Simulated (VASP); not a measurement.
# KCl (I4/mmm) in VASP: a series of runs, part 2 of 2

VASP 6.6.1. The steps go on from the part before.

### Step 4. Single point, PBE (strain -0.0150 x Voigt [1, 1, 0, 0, 0, 0])

Contents of INCAR:

```
PREC     = Accurate       # precision mode
ENCUT    = 520            # plane-wave cutoff, eV
EDIFF    = 1E-6           # SCF threshold, eV
ISMEAR   = 0              # smearing method
SIGMA    = 0.05           # smearing width, eV
LREAL    = F              # projectors in reciprocal space
LASPH    = T              # aspherical terms in the spheres
NELM     = 60             # most SCF steps
ALGO     = Normal         # electronic algorithm
ISIF     = 2              # what is computed and relaxed
LWAVE    = F              # write WAVECAR
LCHARG   = F              # write CHGCAR
GGA      = PE             # functional
NBANDS   = 15             # bands
```

Contents of KPOINTS:

```
regular mesh
0
Gamma
  6 6 6
```

Contents of POSCAR:

```
KCl
1.0
    0.0000000000      3.1087585000      3.1561000000
    3.1087585000      0.0000000000      3.1561000000
    3.1087585000      3.1087585000      0.0000000000
K Cl
1 1
Direct
    0.0000000000      0.0000000000      0.0000000000
    0.5000000000      0.5000000000      0.5000000000
```

Potentials or basis: VASP PAW PBE potentials, release 64 (K_sv, Cl).

On the command line:

```console
$ cat potpaw_PBE.64/K_sv/POTCAR potpaw_PBE.64/Cl/POTCAR > POTCAR
$ mpirun -np 1 vasp_std > vasp.out
```

OUTCAR:

```text
PREC = Accurate
   ENCUT = 520
   EDIFF = 1E-6
   ISMEAR = 0
   LREAL = F
   LASPH = T
   NELM = 60
   ISIF = 2
   GGA = PE

 ion  position               nearest neighbor table
   1  0.000  0.000  0.000-   2 3.11   2 3.11   2 3.11   2 3.11   2 3.16   2 3.16
   2  0.500  0.500  0.500-   1 3.11   1 3.11   1 3.11   1 3.11   1 3.16   1 3.16

  LATTYP: Found a body centered tetragonal cell.
 ALAT       =     4.3964484328
 C/A-ratio  =     1.4357498095

  Lattice vectors:

 A1 = (  -3.1087585000,   0.0000000000,   3.1561000000)
 A2 = (   3.1087585000,   0.0000000000,   3.1561000000)
 A3 = (   0.0000000000,   3.1087585000,  -3.1561000000)

Analysis of symmetry for initial positions (statically):
=====================================================================
 Subroutine PRICEL returns:
 Original cell was already a primitive cell.

 Routine SETGRP: Setting up the symmetry group for a
 body centered tetragonal supercell.

 Subroutine GETGRP returns: Found 16 space group operations
 (whereof 16 operations were pure point group operations)
 out of a pool of 16 trial point group operations.

The static configuration has the point symmetry D_4h.

Analysis of symmetry for dynamics (positions and initial velocities):
=====================================================================
 Subroutine PRICEL returns:
 Original cell was already a primitive cell.

 Routine SETGRP: Setting up the symmetry group for a
 body centered tetragonal supercell.

 Subroutine GETGRP returns: Found 16 space group operations
 (whereof 16 operations were pure point group operations)
 out of a pool of 16 trial point group operations.

The dynamic configuration has the point symmetry D_4h.

 Subroutine INISYM returns: Found 16 space group operations
 (whereof 16 operations are pure point group operations),
 and found     1 'primitive' translations

----------------------------------------------------------------------------------------

                                     Primitive cell

  volume of cell :      61.0035

  direct lattice vectors                    reciprocal lattice vectors
     0.000000000  3.108758500  3.156100000    -0.160835909  0.160835909  0.158423371
     3.108758500  0.000000000  3.156100000     0.160835909 -0.160835909  0.158423371
     3.108758500  3.108758500  0.000000000     0.160835909  0.160835909 -0.158423371

  length of vectors
     4.430050408  4.430050408  4.396448433     0.277190086  0.277190086  0.277190086

  position of ions in fractional coordinates (direct lattice)
     0.000000000  0.000000000  0.000000000
     0.500000000  0.500000000  0.500000000

  ion indices of the primitive-cell ions
   primitive index   ion index
                 1           1
                 2           2

----------------------------------------------------------------------------------------

 KPOINTS: regular mesh

Automatic generation of k-mesh.
 Grid dimensions read from file:
 generate k-points for:    6    6    6

 Generating k-lattice:

  Cartesian coordinates                     Fractional coordinates (reciprocal lattice)
    -0.026805985  0.026805985  0.026403895     0.166666667  0.000000000  0.000000000
     0.026805985 -0.026805985  0.026403895     0.000000000  0.166666667  0.000000000
     0.026805985  0.026805985 -0.026403895     0.000000000  0.000000000  0.166666667

  Length of vectors
     0.046198348  0.046198348  0.046198348

  Shift w.r.t. Gamma in fractional coordinates (k-lattice)
     0.000000000  0.000000000  0.000000000

 Subroutine IBZKPT returns following result:
 ===========================================

 Found     30 irreducible k-points:

 Following reciprocal coordinates:
            Coordinates               Weight
  0.000000  0.000000  0.000000      1.000000
  0.166667  0.000000  0.000000      8.000000
  0.333333  0.000000  0.000000      8.000000
  0.500000 -0.000000  0.000000      4.000000
  0.166667  0.166667  0.000000      2.000000
  0.333333  0.166667  0.000000      8.000000
[... 16 lines left out ...]
  0.333333  0.000000  0.333333      4.000000
  0.500000 -0.000000  0.333333     16.000000
 [... further k-points ...]
   k-points           NKPTS =     30   k-points in BZ     NKDIM =     30   number of bands    NBANDS=     15
   number of dos      NEDOS =    301   number of ions     NIONS =      2
   total plane-waves  NPLWV =  46656
   dimension x,y,z NGX =    36 NGY =   36 NGZ =   36
   dimension x,y,z NGXF=    72 NGYF=   72 NGZF=   72
   ions per type =               1   1
   NGX,Y,Z   is equivalent  to a cutoff of  13.51, 13.51, 13.61 a.u.
   NGXF,Y,Z  is equivalent  to a cutoff of  27.02, 27.02, 27.23 a.u.
 SYSTEM =  unknown system
   PREC   = accura    normal or accurate (medium, high low for compatibility)
   ISTART =      0    job   : 0-new  1-cont  2-samecut
   ICHARG =      2    charge: 1-file 2-atom 10-const
   ISPIN  =      1    spin polarized calculation?
   LNONCOLLINEAR =      F non collinear calculations
   LSORBIT =      F    spin-orbit coupling
   LASPH  =      T    aspherical Exc in radial PAW
   ENCUT  =  520.0 eV  38.22 Ry    6.18 a.u.   8.24  8.24  8.17*2*pi/ulx,y,z
   NELM   =     60;   NELMIN=  2; NELMDL= -5     # of ELM steps
   EDIFF  = 0.1E-05   stopping-criterion for ELM
   LREAL  =      F    real-space projection
   EDIFFG = 0.1E-04   stopping-criterion for IOM
   NSW    =      0    number of steps for IOM
   IBRION =     -1    ionic relax: 0-MD 1-quasi-New 2-CG
   NFREE  =      0    steps in history (QN), initial steepest desc. (CG)
   ISIF   =      2    stress and relaxation
   ISYM   =      2    0-nonsym 1-usesym 2-fastsym
   POTIM  = 0.5000    time-step for ionic-motion
   TEBEG  =    0.0;   TEEND  =   0.0 temperature during run
   PSTRESS=    0.0 pullay stress
   NELECT =      16.0000    total number of electrons
   NUPDOWN=      -1.0000    fix difference up-down
   EMIN   =  10.00;   EMAX   =-10.00  energy-range for DOS
   EFERMI =   0.00;   METHOD = LEGACY
   ISMEAR =     0;   SIGMA  =   0.05  broadening in eV -4-tet -1-fermi 0-gaus
   EFERMI_NEDOS =   21; number of points for ismear=-14 and -15
   IALGO  =     38    algorithm
   IMIX   =      4    mixing-type and parameters
     AMIX     =   0.40;   BMIX     =  1.00
     AMIX_MAG =   1.60;   BMIX_MAG =  1.00
  volume/ion in A,a.u.               =      30.50       205.84
  Fermi-wavevector in a.u.,A,eV,Ry     =   1.047924  1.980290 14.941175  1.098145
  Thomas-Fermi vector in A             =   2.182825
   LORBIT       =      0    0 simple, 1 ext, 2 COOP (PROOUT), +10 PAW based schemes
   GGA     = PE    functional components
   LHFCALC =     F    Hartree Fock is set to
   AEXX    =    0.0000 exact exchange contribution
   IVDW    =     0    specifies the selected vdW correction
   LEPSILON=     F    determine dielectric tensor
   LRPA    =     F    only Hartree local field effects (RPA)
 non-spin polarized calculation
 Gauss-broadening in eV      SIGMA  =   0.05
  energy-cutoff  :      520.00
  volume of cell :       61.00
 maximum number of plane-waves:      1658
 NGX is ok and might be reduce to    36
   NGX = 17   NGY = 17   NGZ = 17

 number of electron      16.0000002 magnetization

 Free energy of the ion-electron system (eV)
  ---------------------------------------------------
  ext. energy  EPLUGINS =         0.00000000
  ---------------------------------------------------
  free energy    TOTEN  =        -6.79420126 eV

  energy without entropy =       -6.79420126  energy(sigma->0) =       -6.79420126

 E-fermi :  -1.4544     XC(G=0):  -7.6253

 val. band max:       -1.7529799493   @ k =   0.0000   0.0000   0.0000
 cond. band min:       3.5027241314   @ k =   0.0000   0.0000   0.0000
 fundamental gap:      5.2557040807
 Fermi energy:        -1.4544304533

 k-point     1 :       0.0000    0.0000    0.0000
  band No.  band energies     occupation
      1     -28.9036      2.00000
      2     -13.8991      2.00000
      3     -12.3653      2.00000
      4     -12.3648      2.00000
      5     -12.3648      2.00000
      6      -1.7643      2.00000
      7      -1.7530      2.00000
      8      -1.7530      2.00000
      9       3.5027      0.00000
     10       6.5708      0.00000
     11       6.6678      0.00000
     12       6.6678      0.00000
     13       7.4891      0.00000
     14       7.5590      0.00000
[... 401 lines left out ...]
      2     -13.8809      2.00000
      3     -12.4677      2.00000
      4     -12.4141      2.00000
      5     -12.3516      2.00000
      6      -2.4406      2.00000
      7      -2.1252      2.00000
      8      -2.0180      2.00000
      9       5.1995      0.00000
     10       6.7092      0.00000
     11       8.2480      0.00000
     12       8.7614      0.00000
     13       8.9825      0.00000
     14       9.6692      0.00000
     15      10.2219      0.00000

 [... further k-points ...]
[... 5 lines left out ...]
  --------------------------------------------------------------------------------------
  -------------------------------------------------------------------------------------
  Total        0.5522876      0.5522876      0.3128822      0.0000000      0.0000000      0.0000000
  in kB       14.5051134     14.5051134      8.2174430      0.0000000      0.0000000      0.0000000
  external PRESSURE =      12.4092232 kB  Pullay stress =       0.0000000 kB

 VOLUME and BASIS-vectors are now :
 -----------------------------------------------------------------------------
  energy-cutoff  :      520.00
  volume of cell :       61.00
      direct lattice vectors                 reciprocal lattice vectors
     0.000000000  3.108758500  3.156100000    -0.160835909  0.160835909  0.158423371
     3.108758500  0.000000000  3.156100000     0.160835909 -0.160835909  0.158423371
     3.108758500  3.108758500  0.000000000     0.160835909  0.160835909 -0.158423371

 POSITION                                       TOTAL-FORCE (eV/Angst)
 -----------------------------------------------------------------------------------
      0.00000      0.00000      0.00000         0.000000     -0.000000     -0.000000
      3.10876      3.10876      3.15610        -0.000000      0.000000      0.000000
 -----------------------------------------------------------------------------------
    total drift:                                0.000000      0.000000      0.000000

  FREE ENERGIE OF THE ION-ELECTRON SYSTEM (eV)
  ---------------------------------------------------
  free  energy   TOTEN  =        -6.7942012637 eV

  energy  without entropy=       -6.7942012637  energy(sigma->0) =       -6.79420126
```

Wall time 26 s (1 thread of Intel Xeon 6975P-C, shared host); peak memory 0.21 GiB.

What came out:

* Free energy: -6.7942 eV
* Pressure: 1.2 GPa
* Band gap on the k mesh: 5.26 eV, direct

Levels at points of the mesh, in eV from the valence-band top:
```csv
k point,band 4,band 5,band 6,band 7,band 8,band 9,band 10,band 11,band 12,band 13
"(0.00, 0.00, 0.00)",-10.61,-10.61,-0.01,0.00,0.00,5.26,8.32,8.42,8.42,9.24
"(0.50, 0.00, 0.00)",-10.62,-10.36,-1.09,-0.35,-0.35,7.65,8.68,10.59,10.61,11.42
"(0.50, 0.50, 0.00)",-10.67,-10.67,-0.69,-0.22,-0.22,6.53,8.43,10.13,10.25,10.71
"(0.50, 0.00, 0.50)",-10.68,-10.67,-0.67,-0.24,-0.24,6.50,8.45,10.23,10.29,10.71
```

Caveat: the cell differs from its parent crystal (strain -0.0150 x Voigt [1, 1, 0, 0, 0, 0]).

### Step 5. Single point, PBE (strain +0.0150 x Voigt [1, 1, 0, 0, 0, 0])

Contents of INCAR:

```
PREC     = Accurate       # precision mode
ENCUT    = 520            # plane-wave cutoff, eV
EDIFF    = 1E-7           # SCF threshold, eV
ISMEAR   = 0              # smearing method
SIGMA    = 0.05           # smearing width, eV
LREAL    = False          # projectors in reciprocal space
LASPH    = True           # aspherical terms in the spheres
NELM     = 80             # most SCF steps
ALGO     = Normal         # electronic algorithm
ISIF     = 2              # what is computed and relaxed
LWAVE    = False          # write WAVECAR
LCHARG   = False          # write CHGCAR
GGA      = PE             # functional
NBANDS   = 15             # bands
```

KPOINTS is that of step 4.

Contents of POSCAR:

```
KCl
1.0
    0.0000000000      3.2034415000      3.1561000000
    3.2034415000      0.0000000000      3.1561000000
    3.2034415000      3.2034415000      0.0000000000
K Cl
1 1
Direct
    0.0000000000      0.0000000000      0.0000000000
    0.5000000000      0.5000000000      0.5000000000
```

On the command line:

```console
$ cat potpaw_PBE.64/K_sv/POTCAR potpaw_PBE.64/Cl/POTCAR > POTCAR
$ mpirun -np 1 vasp_std > vasp.out
```

Wall time 30 s (1 thread of Intel Xeon 6975P-C, shared host); peak memory 0.21 GiB.

The run converged. Its results:

| Property | Result |
| --- | --- |
| Free energy | -6.8100 eV |
| Pressure | 0.1 GPa |
| Band gap on the k mesh | 5.05 eV, direct |

Stress tensor (GPa, compression positive):
```
-0.08  0.00  0.00
 0.00 -0.08  0.00
 0.00  0.00  0.39
```

Levels at points of the mesh, in eV from the valence-band top:
```tsv
k point	band 4	band 5	band 6	band 7	band 8	band 9	band 10	band 11	band 12	band 13
(0.00, 0.00, 0.00)	-10.76	-10.76	-0.01	-0.01	0.00	5.05	8.32	8.32	8.41	9.17
(0.50, 0.00, 0.00)	-10.77	-10.54	-0.99	-0.30	-0.30	7.47	8.44	10.38	10.41	11.20
(0.50, 0.50, 0.00)	-10.81	-10.81	-0.62	-0.23	-0.23	6.54	8.18	9.90	10.18	10.47
(0.50, 0.00, 0.50)	-10.81	-10.80	-0.64	-0.22	-0.21	6.56	8.16	9.81	10.15	10.46
```

Caveat: the cell differs from its parent crystal (strain +0.0150 x Voigt [1, 1, 0, 0, 0, 0]).

### Step 6. Summary

| cell | gap on the mesh (eV) | pressure (GPa) |
| --- | --- | --- |
| a = 4.364, b = 4.364, c = 4.263 Å, angles 60.8, 60.8, 58.5°, 2 atoms | 5.46 | 2.9 |
| a = 4.397, b = 4.397, c = 4.329 Å, angles 60.5, 60.5, 59.0°, 2 atoms | 5.36 | 2.0 |
| a = 4.430, b = 4.430, c = 4.396 Å, angles 60.3, 60.3, 59.5°, 2 atoms | 5.26 | 1.2 |
| a = 4.497, b = 4.497, c = 4.530 Å, angles 59.8, 59.8, 60.5°, 2 atoms | 5.05 | 0.1 |

Alike in all rows: task single point; level PBE; potentials or basis VASP PAW PBE potentials, release 64 (K_sv, Cl); no spin polarisation; k mesh 6 × 6 × 6; cutoff (eV) 520; smearing gaussian 0.05 eV.

Total energies depend on the potentials used, so only differences within one code and one set of settings carry meaning.
